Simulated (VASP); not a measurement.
Input of a VASP 6.6.1 run:

File INCAR:

```
SYSTEM = Tl
ALGO     = Fast           ! electronic algorithm
EDIFF    = 1E-6           ! SCF threshold, eV
ENCUT    = 520            ! plane-wave cutoff, eV
GGA      = PE             ! functional
ISIF     = 2              ! what is computed and relaxed
ISMEAR   = -1             ! smearing method
LASPH    = .True.         ! aspherical terms in the spheres
LCHARG   = .False.        ! write CHGCAR
LREAL    = .False.        ! projectors in reciprocal space
LWAVE    = .False.        ! write WAVECAR
NBANDS   = 12             ! bands
NELM     = 100            ! most SCF steps
PREC     = Accurate       ! precision mode
SIGMA    = 0.05           ! smearing width, eV
```

Contents of KPOINTS:

```
k-points
0
Gamma
  10 10 10
  0 0 0
```

The input POSCAR:

```
Tl
1.0
   -1.9059030000      1.9307080000      1.9519950000
    1.9155580000     -1.9200880000      1.9510300000
    1.9871510000      2.0013360000     -1.9413750000
Tl
1
Direct
   -0.0137550000      0.0046210000      0.0043480000
```

Potentials or basis: VASP PAW PBE potentials, release 64 (Tl_d).

The run is started by

```sh
$ cat potpaw_PBE.64/Tl_d/POTCAR > POTCAR
$ mpirun -np 1 vasp_std > vasp.out
```

(1) Estimate the pressure.

Answers

(1) 1.4 GPa.

Caveat: the cell differs from its parent crystal (the cell strained at random).
